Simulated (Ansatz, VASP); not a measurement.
# One calculation of Sn, two programs

```
CELL_PARAMETERS angstrom
-2.96432 2.96432 1.61635
2.96432 -2.96432 1.61635
2.96432 2.96432 -1.61635
ATOMIC_POSITIONS crystal
Sn 0.75000 0.25000 0.50000
Sn 0.00000 0.00000 0.00000
```

Alike in both runs: task single point; functional PBE; k mesh 12 × 12 × 12; occupations gaussian, width 0.15 eV; no spin polarisation.

```csv
,VASP,Ansatz
version,VASP 6.6.1,Ansatz 0.2.0
potentials or method,"VASP PAW PBE potentials, release 64 (Sn_d), cutoff 520 eV","scalar-relativistic, plane waves, PAW"
valence electrons in the cell,28,28
```

VASP gave:

- gap on the k mesh at the Fermi level (eV): none
- pressure (GPa): -0.1
- traceless stress, the component that is largest in VASP (GPa): -0.11

Task: Estimate Ansatz's values.

Result: gap on the k mesh at the Fermi level (eV): none; pressure (GPa): 0.0; traceless stress, the component that is largest in VASP (GPa): -0.11.

A gap of «none» marks a metal or a gap that the smearing closes. The functional is the same, so the differences come from potentials, cutoffs and numerics.
